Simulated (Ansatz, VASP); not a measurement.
# MoPb: VASP beside Ansatz

POSCAR

```
MoPb
1.0
    3.2048770000      0.0000000000      0.0000000000
    0.0000000000      3.2048770000      0.0000000000
    0.0000000000      0.0000000000      4.3040570000
Pb Mo
1 1
Direct
    0.0000000000      0.0000000000      0.0000000000
    0.5000000000      0.5000000000      0.5000000000
```

Contents of INCAR.step1:

```
SYSTEM = MoPb
  PREC = Accurate
  ENCUT = 520
  ISMEAR = -1
  SIGMA = 0.1
  LREAL = .False.
  LASPH = .True.
  NELM = 100
  NBANDS = 21
  GGA = PE
  ALGO = Normal
  EDIFF = 1E-4
  LWAVE = .True.
  LCHARG = .False.
```

Contents of INCAR.step2:

```
SYSTEM = MoPb
  PREC = Accurate
  ENCUT = 520
  EDIFF = 1E-6
  ISMEAR = -1
  SIGMA = 0.1
  LREAL = .False.
  LASPH = .True.
  NELM = 100
  ALGO = Normal
  ISIF = 2
  LWAVE = .False.
  LCHARG = .False.
  METAGGA = R2SCAN
  LMIXTAU = .True.
  NBANDS = 21
  ISTART = 1
```

The input KPOINTS:

```
Automatic mesh
0
Gamma
  10 10 8
  0 0 0
```

Input for Ansatz:

```yaml
crystal:
  lattice:
    - [3.204877, 0.0, 0.0]
    - [0.0, 3.204877, 0.0]
    - [0.0, 0.0, 4.304057]
  atoms:
    - { symbol: Pb, position: [0.0, 0.0, 0.0] }
    - { symbol: Mo, position: [0.5, 0.5, 0.5] }
  symmetry: { tolerance: 0.0003 }
kpoints:
  mp_grid: { grid: [10, 10, 8], shift: [0, 0, 0] }
  band_path:
    path:
      - [0.0, 0.0, 0.0]
      - [0.0, 0.5, 0.0]
      - [0.5, 0.5, 0.0]
      - [0.0, 0.0, 0.0]
      - [0.0, 0.0, 0.5]
      - [0.0, 0.5, 0.5]
      - [0.5, 0.5, 0.5]
      - [0.0, 0.0, 0.5]
      - [0.0, 0.5, 0.0]
      - [0.0, 0.5, 0.5]
      - [0.5, 0.5, 0.0]
    npoints: 14
magnetization:
  spin_polarized: false
scf:
  occupations: { method: fermi_dirac }
  lower_state_search: "off"
  max_iter: 200
hamiltonian:
  pseudopotentials: { kind: paw }
  xc: r2scan
basis:
  ecutwfc: 500
  fft_grid_basis: typed
output:
  forces: true
  stress: true
  eigenvalues: true
  bader: true
  populations: true
  elf: true
  write_potential: true
  volumetric_format: npy
  dos:
    e_range: [-12, 8]
    de: 0.05
    projected: { site_lists: { Mo: [Mo], Pb: [Pb] } }
  write_density: true
checkpoint:
  read: saved_state
```

Alike in both runs: task single point; functional r2SCAN; k mesh 10 × 10 × 8; no spin polarisation.

```csv
,VASP,Ansatz
version,VASP 6.6.1,Ansatz 0.2.0
potentials or method,"VASP PAW PBE potentials, release 64 (Pb_d, Mo_sv), cutoff 520 eV",PAW plane waves
occupations,"fermi-dirac, width 0.1 eV",fermi-dirac
valence electrons in the cell,28,28
```

Ansatz gave:

- pressure (GPa): -10.4
- traceless stress, the component that is largest in VASP (GPa): -2.40

Estimate VASP's values.

pressure (GPa): -10.1; traceless stress, the component that is largest in VASP (GPa): -2.35.

VASP's potentials were made for PBE, not for r2SCAN.

Neither program's run includes spin-orbit coupling.
